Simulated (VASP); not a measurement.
# Ca (P6_3/mmc) in VASP: further runs, part 2 of 2

VASP 6.6.1. Earlier steps stand in the parts before.

### Step 3. Single point, LDA (volume scaled by 1.04)

INCAR

```
ALGO = Normal
EDIFF = 1E-6
ENCUT = 520
ISIF = 2
ISMEAR = -1
LASPH = T
LCHARG = F
LREAL = F
LWAVE = F
NBANDS = 17
NELM = 80
PREC = Accurate
SIGMA = 0.1
```

KPOINTS

```
k-points
0
Gamma
  11 11 6
```

POSCAR

```
Ca
1.0
    3.8233708447      0.0000000000      0.0000000000
   -1.9116854224      3.3111362796      0.0000000000
    0.0000000000      0.0000000000      6.2989813365
Ca
2
Direct
    0.3333333333      0.6666666667      0.2500000000
    0.6666666667      0.3333333333      0.7500000000
```

Potentials or basis: VASP PAW LDA potentials, release 64 (Ca_sv).

Launch:

```sh
$ cat potpaw_LDA.64/Ca_sv/POTCAR > POTCAR
$ mpirun -np 1 vasp_std > vasp.out
```

OUTCAR:

```text
EDIFF = 1E-6
   ENCUT = 520
   ISIF = 2
   ISMEAR = -1
   LASPH = T
   LREAL = F
   NELM = 80
   PREC = Accurate

 ion  position               nearest neighbor table
   1  0.333  0.667  0.250-
   2  0.667  0.333  0.750-

  LATTYP: Found a hexagonal cell.
 ALAT       =     3.8233708447
 C/A-ratio  =     1.6474942119

  Lattice vectors:

 A1 = (   3.8233708447,   0.0000000000,   0.0000000000)
 A2 = (  -1.9116854224,   3.3111362796,   0.0000000000)
 A3 = (   0.0000000000,   0.0000000000,   6.2989813365)

Analysis of symmetry for initial positions (statically):
=====================================================================
 Subroutine PRICEL returns:
 Original cell was already a primitive cell.

 Routine SETGRP: Setting up the symmetry group for a
 hexagonal supercell.

 Subroutine GETGRP returns: Found 24 space group operations
 (whereof 12 operations were pure point group operations)
 out of a pool of 24 trial point group operations.

The static configuration has the point symmetry D_3d.
[... 158 lines left out ...]
  free energy    TOTEN  =        -4.43719134 eV

  energy without entropy =       -4.35229484  energy(sigma->0) =       -4.39474309

 E-fermi :   2.0328     XC(G=0):  -8.1480

 val. band max:        2.0106659834   @ k =   0.3636   0.2727   0.5000
 cond. band min:       2.0444599070   @ k =   0.3636   0.0909   0.0000
 fundamental gap:      0.0337939236
 Fermi energy:         2.0328069850

 k-point     1 :       0.0000    0.0000    0.0000
  band No.  band energies     occupation
      1     -39.4071      2.00000
      2     -39.3887      2.00000
      3     -20.7776      2.00000
      4     -20.6330      2.00000
      5     -20.6330      2.00000
      6     -20.6099      2.00000
[... 457 lines left out ...]
      4     -20.6894      2.00000
      5     -20.6825      2.00000
      6     -20.6507      2.00000
[... 9 lines left out ...]
     16       4.8949      0.00000
     17       5.1232      0.00000

 [... further k-points ...]

------------------------ aborting loop because EDIFF is reached ----------------------------------------

  FORCE on cell =-STRESS in cart. coord.  units (eV):
  Direction    XX          YY          ZZ          XY          YZ          ZX
  --------------------------------------------------------------------------------------
  -------------------------------------------------------------------------------------
  Total       -0.3478737     -0.3478737     -0.3876261      0.0000000      0.0000000      0.0000000
  in kB       -6.9893756     -6.9893756     -7.7880691      0.0000000      0.0000000      0.0000000
  external PRESSURE =      -7.2556068 kB  Pullay stress =       0.0000000 kB

 VOLUME and BASIS-vectors are now :
 -----------------------------------------------------------------------------
  energy-cutoff  :      520.00
  volume of cell :       79.74
      direct lattice vectors                 reciprocal lattice vectors
     3.823370845  0.000000000  0.000000000     0.261549308  0.151005564  0.000000000
    -1.911685422  3.311136280  0.000000000     0.000000000  0.302011127  0.000000000
     0.000000000  0.000000000  6.298981336     0.000000000  0.000000000  0.158755828

 POSITION                                       TOTAL-FORCE (eV/Angst)
 -----------------------------------------------------------------------------------
     -0.00000      2.20742      1.57475        -0.000000      0.000000      0.000000
      1.91169      1.10371      4.72424         0.000000     -0.000000      0.000000
 -----------------------------------------------------------------------------------
    total drift:                               -0.000000      0.000000     -0.000000

  FREE ENERGIE OF THE ION-ELECTRON SYSTEM (eV)
  ---------------------------------------------------
  free  energy   TOTEN  =        -4.4371913447 eV

  energy  without entropy=       -4.3522948385  energy(sigma->0) =       -4.39474309
```

It took 34 s on 1 thread of AMD EPYC 9R45 (Zen 5), shared host; peak memory 0.17 GiB.

Results:

- Free energy: -4.4372 eV
- Pressure: -0.7 GPa
- Band gap on the k mesh: zero (band 10 reaches 2.22 eV, above the bottom of band 11 at 1.92 eV)

Levels at points of the mesh, in eV from the Fermi level:
```
           k point  band 6  band 7  band 8  band 9  band 10  band 11  band 12  band 13  band 14  band 15
(0.00, 0.00, 0.00)  -22.64  -22.64  -22.64   -4.14    -1.12    -0.11     2.22     2.27     2.27     2.58
(0.00, 0.00, 0.50)  -22.65  -22.65  -22.65   -3.09    -3.09     1.34     1.34     2.26     2.26     2.26
```

### Step 4. Single point, LDA (volume scaled by 1.08)

INCAR

```
  PREC = Accurate
  ENCUT = 520
  EDIFF = 1E-7
  ISMEAR = -1
  SIGMA = 0.1
  LREAL = F
  LASPH = T
  NELM = 100
  ALGO = Normal
  ISIF = 2
  LWAVE = F
  LCHARG = T
  LELF = T
  LVHAR = T
  NBANDS = 17
```

KPOINTS

```
Automatic mesh
0
Gamma
  11 11 6
```

POSCAR

```
Ca
1.0
    3.8717730823      0.0000000000      0.0000000000
   -1.9358865412      3.3530538470      0.0000000000
    0.0000000000      0.0000000000      6.3787237428
Ca
2
Direct
    0.3333333333      0.6666666667      0.2500000000
    0.6666666667      0.3333333333      0.7500000000
```

Launch:

```sh
$ cat potpaw_LDA.64/Ca_sv/POTCAR > POTCAR
$ mpirun -np 1 vasp_std > vasp.out
```

Run time: 45 s. Hardware: 1 thread of AMD EPYC 9R45 (Zen 5), shared host; peak memory 0.18 GiB.

Results (log left out):

```
Free energy            : -4.4179 eV
Pressure               : -1.3 GPa
Band gap on the k mesh : zero (band 10 reaches 2.07 eV, above the bottom of band 11 at 1.74 eV)
```

Stress tensor (GPa, compression positive):
```
-1.29  0.00  0.00
 0.00 -1.29  0.00
 0.00  0.00 -1.40
```

Levels at points of the mesh, in eV from the Fermi level:
```
           k point  band 6  band 7  band 8  band 9  band 10  band 11  band 12  band 13  band 14  band 15
(0.00, 0.00, 0.00)  -22.74  -22.74  -22.73   -4.08    -1.10    -0.14     2.17     2.22     2.22     2.52
(0.00, 0.00, 0.50)  -22.75  -22.75  -22.75   -3.05    -3.05     1.32     1.32     2.21     2.21     2.21
```

### Step 5. Single point, LDA (volume scaled by 1.12)

INCAR

```
SYSTEM = Ca
PREC = Accurate
ENCUT = 520
EDIFF = 1E-6
ISMEAR = -1
SIGMA = 0.1
LREAL = .FALSE.
LASPH = .TRUE.
NELM = 60
ALGO = Normal
ISIF = 2
LWAVE = .FALSE.
LCHARG = .FALSE.
GGA = CA
NBANDS = 17
```

KPOINTS

```
Automatic mesh
0
G
  11 11 6
  0 0 0
```

POSCAR

```
Ca
1.0
    3.9189944811      0.0000000000      0.0000000000
   -1.9594972406      3.3939487780      0.0000000000
    0.0000000000      0.0000000000      6.4565207240
Ca
2
Direct
    0.3333333333      0.6666666667      0.2500000000
    0.6666666667      0.3333333333      0.7500000000
```

Launch:

```sh
$ cat potpaw_LDA.64/Ca_sv/POTCAR > POTCAR
$ mpirun -np 1 vasp_std > vasp.out
```

It took 38 s on 1 thread of AMD EPYC 9R45 (Zen 5), shared host; peak memory 0.18 GiB.

The run converged. Its results:

```yaml
Free_energy: -4.3880 eV
Pressure: -1.8 GPa
Band_gap_on_the_k_mesh: zero (band 10 reaches 1.93 eV, above the bottom of band 11 at 1.57 eV)
```

Stress tensor (GPa, compression positive):
```
-1.79  0.00  0.00
 0.00 -1.79  0.00
 0.00  0.00 -1.93
```

Levels at points of the mesh, in eV from the Fermi level:
```
           k point  band 7  band 8  band 9  band 10  band 11  band 12  band 13  band 14
(0.00, 0.00, 0.00)  -22.82  -22.82   -4.01    -1.09    -0.17     2.12     2.17     2.17
(0.00, 0.00, 0.50)  -22.83  -22.83   -3.02    -3.02     1.30     1.30     2.16     2.16
```

### Step 6. The runs side by side

```tsv
cell	gap on the mesh (eV)	pressure (GPa)
a = 3.774, b = 3.774, c = 6.217 Å, angles 90.0, 90.0, 120.0°, 2 atoms	none	0.0
a = 3.823, b = 3.823, c = 6.299 Å, angles 90.0, 90.0, 120.0°, 2 atoms	none	-0.7
a = 3.872, b = 3.872, c = 6.379 Å, angles 90.0, 90.0, 120.0°, 2 atoms	none	-1.3
a = 3.919, b = 3.919, c = 6.457 Å, angles 90.0, 90.0, 120.0°, 2 atoms	none	-1.8
```

Alike in all rows: task single point; level LDA; potentials or basis VASP PAW LDA potentials, release 64 (Ca_sv); no spin polarisation; k mesh 11 × 11 × 6; cutoff (eV) 520; smearing fermi-dirac 0.1 eV.

Absolute energies hang on the potentials; compare differences alone.
